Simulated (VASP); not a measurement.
# O in VASP: notebook

Runs on O. Level: PBEsol. Tasks: single point.

Everything below comes from runs of VASP 6.6.1. Logs are shortened: lines on timing, memory, paths and dates and some standing lists are left out, and cuts for length are marked.

### Step 1. The cell of the first run

It takes space group Fd-3m (No. 227, cubic). Conventional cell: a = 4.342 Å, b = 4.342 Å, c = 4.342 Å, α = 90.00°, β = 90.00°, γ = 90.00°. O (site symmetry -43m) has 4 O at 1.88 Å within 2.5 Å.

### Step 2. Single point, PBEsol

File INCAR:

```
SYSTEM = O
  PREC = Accurate
  ENCUT = 600
  EDIFF = 1E-6
  ISMEAR = -1
  SIGMA = 0.05
  LREAL = .False.
  LASPH = .True.
  NELM = 120
  ALGO = Normal
  ISIF = 2
  LWAVE = .False.
  LCHARG = .False.
  GGA = PS
  NBANDS = 13
  GGA_COMPAT = .False.
```

File KPOINTS:

```
regular mesh
0
Gamma
  7 7 7
  0 0 0
```

File POSCAR:

```
O
1.0
    0.0000000000      2.1708560000      2.1708560000
    2.1708560000      0.0000000000      2.1708560000
    2.1708560000      2.1708560000      0.0000000000
O
2
Direct
    0.2500000000      0.2500000000      0.2500000000
    0.0000000000      0.0000000000      0.0000000000
```

Potentials or basis: VASP PAW PBE potentials, release 64 (O).

Launch:

```
$ cat potpaw_PBE.64/O/POTCAR > POTCAR
$ mpirun -np 1 vasp_std > vasp.out
```

OUTCAR:

```text
SYSTEM = O
   PREC = Accurate
   ENCUT = 600
   EDIFF = 1E-6
   ISMEAR = -1
   LREAL = .False.
   LASPH = .True.
   NELM = 120
   ISIF = 2
   GGA = PS

 ion  position               nearest neighbor table
   1  0.250  0.250  0.250-   2 1.88   2 1.88   2 1.88   2 1.88
   2  0.000  0.000  0.000-   1 1.88   1 1.88   1 1.88   1 1.88

  LATTYP: Found a face centered cubic cell.
 ALAT       =     4.3417120000

  Lattice vectors:

 A1 = (   0.0000000000,   2.1708560000,   2.1708560000)
 A2 = (   2.1708560000,   0.0000000000,   2.1708560000)
 A3 = (   2.1708560000,   2.1708560000,   0.0000000000)

Analysis of symmetry for initial positions (statically):
=====================================================================
 Subroutine PRICEL returns:
 Original cell was already a primitive cell.

 Routine SETGRP: Setting up the symmetry group for a
 face centered cubic supercell.

 Subroutine GETGRP returns: Found 48 space group operations
 (whereof 24 operations were pure point group operations)
 out of a pool of 48 trial point group operations.

The static configuration has the point symmetry T_d .
 The point group associated with its full space group is O_h .

Analysis of symmetry for dynamics (positions and initial velocities):
=====================================================================
 Subroutine PRICEL returns:
 Original cell was already a primitive cell.

 Routine SETGRP: Setting up the symmetry group for a
 face centered cubic supercell.

 Subroutine GETGRP returns: Found 48 space group operations
 (whereof 24 operations were pure point group operations)
 out of a pool of 48 trial point group operations.

The dynamic configuration has the point symmetry T_d .
 The point group associated with its full space group is O_h .

 Subroutine INISYM returns: Found 48 space group operations
 (whereof 24 operations are pure point group operations),
 and found     1 'primitive' translations

----------------------------------------------------------------------------------------

                                     Primitive cell

  volume of cell :      20.4608

  direct lattice vectors                    reciprocal lattice vectors
     0.000000000  2.170856000  2.170856000    -0.230323891  0.230323891  0.230323891
     2.170856000  0.000000000  2.170856000     0.230323891 -0.230323891  0.230323891
     2.170856000  2.170856000  0.000000000     0.230323891  0.230323891 -0.230323891

  length of vectors
     3.070053997  3.070053997  3.070053997     0.398932681  0.398932681  0.398932681

[... 85 lines left out ...]
   PSTRESS=    0.0 pullay stress
   NELECT =      12.0000    total number of electrons
   NUPDOWN=      -1.0000    fix difference up-down
   EMIN   =  10.00;   EMAX   =-10.00  energy-range for DOS
   EFERMI =   0.00;   METHOD = LEGACY
   ISMEAR =    -1;   SIGMA  =   0.05  broadening in eV -4-tet -1-fermi 0-gaus
   EFERMI_NEDOS =   21; number of points for ismear=-14 and -15
   IALGO  =     38    algorithm
   IMIX   =      4    mixing-type and parameters
     AMIX     =   0.40;   BMIX     =  1.00
     AMIX_MAG =   1.60;   BMIX_MAG =  1.00
  volume/ion in A,a.u.               =      10.23        69.04
  Fermi-wavevector in a.u.,A,eV,Ry     =   1.370338  2.589563 25.549361  1.877825
  Thomas-Fermi vector in A             =   2.496133
   LORBIT       =      0    0 simple, 1 ext, 2 COOP (PROOUT), +10 PAW based schemes
   GGA     = PS    functional components
   LHFCALC =     F    Hartree Fock is set to
   AEXX    =    0.0000 exact exchange contribution
   IVDW    =     0    specifies the selected vdW correction
   LEPSILON=     F    determine dielectric tensor
   LRPA    =     F    only Hartree local field effects (RPA)
 non-spin polarized calculation
  energy-cutoff  :      600.00
  volume of cell :       20.46
 maximum number of plane-waves:       701
 NGX is ok and might be reduce to    28
   NGX = 13   NGY = 13   NGZ = 13

 number of electron      12.0000001 magnetization

 Free energy of the ion-electron system (eV)
  ---------------------------------------------------
  ext. energy  EPLUGINS =         0.00000000
  ---------------------------------------------------
  free energy    TOTEN  =        -6.76910264 eV

  energy without entropy =       -6.75674373  energy(sigma->0) =       -6.76292318

 E-fermi :   0.8477     XC(G=0): -10.4662

 val. band max:        0.8093579472   @ k =  -0.2857   0.1429   0.0000
 cond. band min:       0.8954583074   @ k =   0.2857   0.0000   0.0000
 fundamental gap:      0.0861003602
 Fermi energy:         0.8476996597

 k-point     1 :       0.0000    0.0000    0.0000
  band No.  band energies     occupation
      1     -20.9666      2.00000
      2     -12.4892      2.00000
      3      -3.1526      2.00000
      4      -3.1526      2.00000
      5      -3.1526      2.00000
      6       0.1209      2.00000
      7       0.1209      2.00000
      8       0.1209      2.00000
      9      10.5128      0.00000
     10      24.4604      0.00000
     11      24.4604      0.00000
     12      24.4604      0.00000
     13      24.9668      0.00000
[... 290 lines left out ...]
  band No.  band energies     occupation
      1     -17.8543      2.00000
      2     -16.8152      2.00000
      3      -5.9511      2.00000
      4      -5.2331      2.00000
      5      -1.3130      2.00000
      6      -0.1161      2.00000
      7       2.2152      0.00000
      8       2.3734      0.00000
      9      13.8368      0.00000
     10      14.6689      0.00000
     11      22.4716      0.00000
     12      23.2584      0.00000
     13      30.0812      0.00000

------------------------ aborting loop because EDIFF is reached ----------------------------------------

  FORCE on cell =-STRESS in cart. coord.  units (eV):
  Direction    XX          YY          ZZ          XY          YZ          ZX
  --------------------------------------------------------------------------------------
  -------------------------------------------------------------------------------------
  Total       -0.0754127     -0.0754127     -0.0754127      0.0000000     -0.0000000      0.0000000
  in kB       -5.9051645     -5.9051645     -5.9051645      0.0000000     -0.0000000      0.0000000
  external PRESSURE =      -5.9051645 kB  Pullay stress =       0.0000000 kB

 VOLUME and BASIS-vectors are now :
 -----------------------------------------------------------------------------
  energy-cutoff  :      600.00
  volume of cell :       20.46
      direct lattice vectors                 reciprocal lattice vectors
     0.000000000  2.170856000  2.170856000    -0.230323891  0.230323891  0.230323891
     2.170856000  0.000000000  2.170856000     0.230323891 -0.230323891  0.230323891
     2.170856000  2.170856000  0.000000000     0.230323891  0.230323891 -0.230323891

 POSITION                                       TOTAL-FORCE (eV/Angst)
 -----------------------------------------------------------------------------------
      1.08543      1.08543      1.08543        -0.000000     -0.000000      0.000000
      0.00000      0.00000      0.00000         0.000000      0.000000     -0.000000
 -----------------------------------------------------------------------------------
    total drift:                                0.000000      0.000000      0.000000

  FREE ENERGIE OF THE ION-ELECTRON SYSTEM (eV)
  ---------------------------------------------------
  free  energy   TOTEN  =        -6.7691026385 eV

  energy  without entropy=       -6.7567437293  energy(sigma->0) =       -6.76292318
```

OSZICAR:

```text
N       E                     dE             d eps       ncg     rms          rms(c)
DAV:   1     0.395169966184E+02    0.39517E+02   -0.71336E+03   528   0.977E+02
DAV:   2    -0.558590566799E+01   -0.45103E+02   -0.42591E+02   613   0.195E+02
DAV:   3    -0.676841116283E+01   -0.11825E+01   -0.11770E+01   655   0.287E+01
DAV:   4    -0.677121784276E+01   -0.28067E-02   -0.28066E-02   645   0.172E+00
DAV:   5    -0.677122715173E+01   -0.93090E-05   -0.93089E-05   680   0.900E-02    0.767E-01
DAV:   6    -0.676867013944E+01    0.25570E-02   -0.51641E-03   650   0.688E-01    0.409E-01
DAV:   7    -0.676899402424E+01   -0.32388E-03   -0.18625E-03   640   0.444E-01    0.123E-01
DAV:   8    -0.676909400204E+01   -0.99978E-04   -0.16808E-04   650   0.113E-01    0.100E-02
DAV:   9    -0.676910185496E+01   -0.78529E-05   -0.56918E-06   640   0.186E-02    0.365E-03
DAV:  10    -0.676910263850E+01   -0.78355E-06   -0.96943E-07   540   0.813E-03
   1 F= -.67691026E+01 E0= -.67629232E+01  d E =-.123589E-01
```

stdout:

```text
POSCAR found type information on POSCAR O
 POSCAR found :  1 types and       2 ions
 scaLAPACK will be used
 -----------------------------------------------------------------------------
|                                                                             |
|                                                                             |
|     You enforced a specific xc type in the INCAR file but a different       |
|     I HOPE YOU KNOW WHAT YOU ARE DOING!                                     |
|                                                                             |
 -----------------------------------------------------------------------------

 LDA part: xc-table for (Slater+PW92), standard interpolation
 POSCAR, INCAR and KPOINTS ok, starting setup
 FFT: planning ... GRIDC
 FFT: planning ... GRID_SOFT
 FFT: planning ... GRID
 WAVECAR not read
 entering main loop
```

Run time: 6.5 s. Hardware: 1 thread of Intel Xeon 6975P-C (Granite Rapids), shared host; peak memory 0.13 GiB.

Results:

```
Free energy            : -6.7691 eV
Pressure               : -0.6 GPa
Band gap on the k mesh : zero (bands 6 and 7 overlap by 1.10 eV)
```

Caveat: the PAW data sets were made with another functional, which shifts forces and pressure a little.

[end of part 1 of 2]
